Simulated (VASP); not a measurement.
Ti3CN3, 7 atoms in the cell. The cell holds a slab with vacuum, 7 atoms: a = 3.003 Å, b = 3.003 Å, c = 21.554 Å, α = 90.00°, β = 90.00°, γ = 120.00°. 

```yaml
Program: VASP 6.6.1
Task: single point
Functional: PBE
Potentials_or_basis: VASP PAW PBE potentials, release 64 (N, Ti_sv, C)
Cutoff: 520 eV
k_mesh: 9 × 9 × 1
Occupations: gaussian, width 0.1 eV
Spin: no spin polarisation
Dipole_correction: yes
Further_INCAR_settings: ALGO = Normal; EDIFF = 1e-06; NBANDS = 36
```

Potentials or basis: VASP PAW PBE potentials, release 64 (N, Ti_sv, C).

Run with:

```console
$ cat potpaw_PBE.64/N/POTCAR potpaw_PBE.64/Ti_sv/POTCAR potpaw_PBE.64/C/POTCAR > POTCAR
$ mpirun -np 1 vasp_std > vasp.out
```

Hardware: 1 thread of Intel(R) Xeon(R) Platinum 8259CL CPU @ 2.50GHz (Skylake/Cascade Lake), on a shared host.

Task: How long does it take, and how much memory?

Result: Run time: 10 min on 1 thread of Intel(R) Xeon(R) Platinum 8259CL CPU @ 2.50GHz (Skylake/Cascade Lake), with other jobs on the host, peak memory 0.43 GiB. Counts: scf iterations 32, k points 41.
